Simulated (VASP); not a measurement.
A run of VASP 6.6.1:

Contents of INCAR:

```
PREC = Accurate ; ENCUT = 520
EDIFF = 1E-6 ; ISMEAR = 0
SIGMA = 0.02 ; LREAL = False
LASPH = True ; NELM = 60
ALGO = Normal ; ISIF = 2
LWAVE = False ; LCHARG = True
LDIPOL = True ; IDIPOL = 3
DIPOL = 0.5 0.5 0.500 ; GGA = PE
IVDW = 12 ; LELF = True
LVHAR = True ; LVACPOTAV = True
NBANDS = 20
```

Contents of KPOINTS:

```
regular mesh
0
Gamma
  12 12 1
```

Contents of POSCAR:

```
Te2Mo
1.0
    3.5038922592      0.0000000000      0.0000000000
   -1.7519461296      3.1861826940      0.0000000000
    0.0000000000      0.0000000000     33.2702079439
Te Mo
2 1
Direct
    0.3345449034      0.6690898068      0.4463727606
    0.3345449034      0.6690898068      0.5536272394
    0.6642435266      0.3284870532      0.5000000000
```

Potentials or basis: VASP PAW PBE potentials, release 64 (Te, Mo_sv).

The run is started by

```sh
$ cat potpaw_PBE.64/Te/POTCAR potpaw_PBE.64/Mo_sv/POTCAR > POTCAR
$ mpirun -np 1 vasp_std > vasp.out
```

Hardware: 1 thread of Intel Xeon 6975P-C, with other jobs on the host.

How long does it take, and how much memory?

Wall time 11 min on 1 thread of Intel Xeon 6975P-C, with other jobs on the host, peak memory 0.66 GiB. Counts: scf iterations 22, k points 43.
